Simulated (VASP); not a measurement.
Here is a VASP 6.6.1 calculation.

Contents of INCAR:

```
PREC = Accurate
ENCUT = 520
EDIFF = 1E-6
ISMEAR = -5
SIGMA = 0.1
LREAL = F
LASPH = T
NELM = 150
ALGO = Normal
ISIF = 2
LWAVE = F
LCHARG = F
ISPIN = 2
MAGMOM = 0 0
LORBIT = 11
LMAXMIX = 4
GGA = PE
NBANDS = 18
```

Contents of KPOINTS:

```
regular mesh
0
Gamma
  17 17 17
```

File POSCAR:

```
HfN
1.0
    0.0000000000      2.2738880135      2.2738880135
    2.2738880135      0.0000000000      2.2738880135
    2.2738880135      2.2738880135      0.0000000000
Hf N
1 1
Direct
    0.0000000000      0.0000000000      0.0000000000
    0.5000000000      0.5000000000      0.5000000000
```

Potentials or basis: VASP PAW PBE potentials, release 64 (Hf_pv, N).

Launch:

```bash
$ cat potpaw_PBE.64/Hf_pv/POTCAR potpaw_PBE.64/N/POTCAR > POTCAR
$ mpirun -np 1 vasp_std > vasp.out
```

Estimate the net moment.

0.00 μB per cell.

Predict the pressure.

-2.3 GPa.

Caveat: tetrahedron occupations give inexact forces and stress in metals.
